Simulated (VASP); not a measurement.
Input of a VASP 6.6.1 run:

The input INCAR:

```
ALGO = Normal ; DIPOL = 0.5 0.5 0.226
EDIFF = 1E-6 ; ENCUT = 520
GGA = PS ; IDIPOL = 3
ISIF = 2 ; ISMEAR = 0
ISYM = 0 ; LASPH = T
LCHARG = F ; LDIPOL = T
LREAL = Auto ; LUSENCCL = F
LWAVE = F ; NBANDS = 150
NELM = 60 ; PREC = Accurate
SIGMA = 0.1
```

The input KPOINTS:

```
k-points
0
Gamma
  3 15 1
```

The input POSCAR:

```
Cu
1.0
   15.1181073815      0.0000000000      0.0000000000
   -1.2598422818      2.1821108416      0.0000000000
    0.0000000000      0.0000000000     20.2292553248
Cu
24
Direct
    0.0000000000      0.0000000000      0.0741500355
    0.0555555556      0.6666666667      0.1758499645
    0.1108806583      0.3322026575      0.2767739016
    0.1666666667      0.0000000000      0.0741500355
    0.2222222222      0.6666666667      0.1758499645
    0.2775473249      0.3322026575      0.2767739016
    0.3333333333      0.0000000000      0.0741500355
    0.3888888889      0.6666666667      0.1758499645
    0.4442139916      0.3322026575      0.2767739016
    0.5000000000      0.0000000000      0.0741500355
    0.5555555556      0.6666666667      0.1758499645
    0.6108806583      0.3322026575      0.2767739016
    0.6666666667      0.0000000000      0.0741500355
    0.7222222222      0.6666666667      0.1758499645
    0.7775473249      0.3322026575      0.2767739016
    0.8333333333      1.0000000000      0.0741500355
    0.8888888889      0.6666666667      0.1758499645
    0.9442139916      0.3322026575      0.2767739016
   -0.0005170184      0.9979853410      0.3770425820
    0.1661496483      0.9979853410      0.3770425820
    0.3328163149      0.9979853410      0.3770425820
    0.4994829816      0.9979853410      0.3770425820
    0.6661496483      0.9979853410      0.3770425820
    0.8328163149      0.9979853410      0.3770425820
```

Potentials or basis: VASP PAW PBE potentials, release 64 (Cu).

Launch:

```console
$ cat potpaw_PBE.64/Cu/POTCAR > POTCAR
$ mpirun -np 1 vasp_std > vasp.out
```

**Question.** Predict the largest force.

**Answer.** 0.125 eV/Å.

**Question.** Estimate the band gap on the k mesh.

**Answer.** Zero (bands 132 and 133 overlap by 2.57 eV).

Forces in eV/Å, atoms in the order of the input:
```
Cu   0.004  0.002  0.098
Cu  -0.003  0.000 -0.125
Cu   0.001 -0.001 -0.001
Cu   0.004  0.002  0.098
Cu  -0.002 -0.001 -0.125
Cu  -0.002 -0.001 -0.001
Cu   0.004  0.003  0.098
Cu  -0.003 -0.001 -0.124
Cu   0.001 -0.002 -0.001
Cu   0.004  0.002  0.098
Cu  -0.003  0.000 -0.125
Cu   0.001 -0.001 -0.001
Cu   0.004  0.002  0.098
Cu  -0.002 -0.001 -0.125
Cu  -0.002 -0.001 -0.001
Cu   0.004  0.003  0.098
Cu  -0.003 -0.001 -0.124
Cu   0.001 -0.002 -0.001
Cu  -0.001  0.000  0.028
Cu  -0.001 -0.001  0.028
Cu  -0.002  0.000  0.028
Cu  -0.001  0.000  0.028
Cu  -0.001 -0.001  0.028
Cu  -0.002  0.000  0.028
```

Caveat: the PAW data sets were made with another functional, which shifts forces and pressure a little.
